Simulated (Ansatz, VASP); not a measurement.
## Two plane-wave programs on WF2

```
W F
1.0
     5.43824    0.00000    0.00000
     0.00000    5.43824    0.00000
     0.00000    0.00000    2.63337
W F
2 4
Direct
  0.00000 0.00000 0.00000
  0.50000 0.50000 0.50000
  0.27838 0.27838 0.00000
  0.72162 0.72162 0.00000
  0.77838 0.22162 0.50000
  0.22162 0.77838 0.50000
```

Alike in both runs: functional PBEsol; k mesh 8 × 8 × 14; occupations gaussian, width 0.1 eV; no spin polarisation.

Ansatz relaxed the structure, and its values are those at the end. VASP's run is a single point on that final structure, the one shown.

```csv
,VASP,Ansatz
version,VASP 6.6.1,Ansatz 0.2.0
potentials or method,"VASP PAW PBE potentials, release 64 (W_sv, F), cutoff 520 eV","scalar-relativistic, plane waves, PAW"
valence electrons in the cell,56,56
```

Ansatz gave:

```
gap on the k mesh at the Fermi level (eV) : none
pressure (GPa)                            : 0.0
rms of the force components (eV/Å)        : 0.000
```

Estimate VASP's values.

gap on the k mesh at the Fermi level (eV): none; pressure (GPa): 1.0; rms of the force components (eV/Å): 0.024.

VASP's potentials were made for PBE, not for PBEsol. A gap of «none» marks a metal or a gap that the smearing closes. The functional is the same, so the differences come from potentials, cutoffs and numerics.

Neither program's run includes spin-orbit coupling.
